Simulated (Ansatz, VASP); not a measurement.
**Two plane-wave programs on Sr2Ca**

```
Sr Ca
1.0
     6.64906    0.00000    0.00000
    -3.32453    5.75825    0.00000
     0.00000    0.00000    3.94479
Sr Ca
2 1
Direct
  0.33333 0.66667 0.50000
  0.66667 0.33333 0.50000
  0.00000 0.00000 0.00000
```

Alike in both runs: functional PBE; k mesh 12 × 12 × 12; occupations gaussian, width 0.1 eV; no spin polarisation.

Ansatz relaxed the structure, and its values are those at the end. VASP's run is a single point on that final structure, the one shown.

|  | VASP | Ansatz |
| --- | --- | --- |
| version | VASP 6.6.1 | Ansatz 0.2.0 |
| potentials or method | VASP PAW PBE potentials, release 64 (Sr_sv, Ca_sv), cutoff 520 eV | scalar-relativistic, plane waves, PAW |
| valence electrons in the cell | 30 | 30 |

```tsv
	VASP	Ansatz	Ansatz less VASP
gap on the k mesh at the Fermi level (eV)	none	none	-
pressure (GPa)	0.0	0.0	0.00
```

A gap of «none» marks a metal or a gap that the smearing closes. The functional is the same, so the differences come from potentials, cutoffs and numerics.
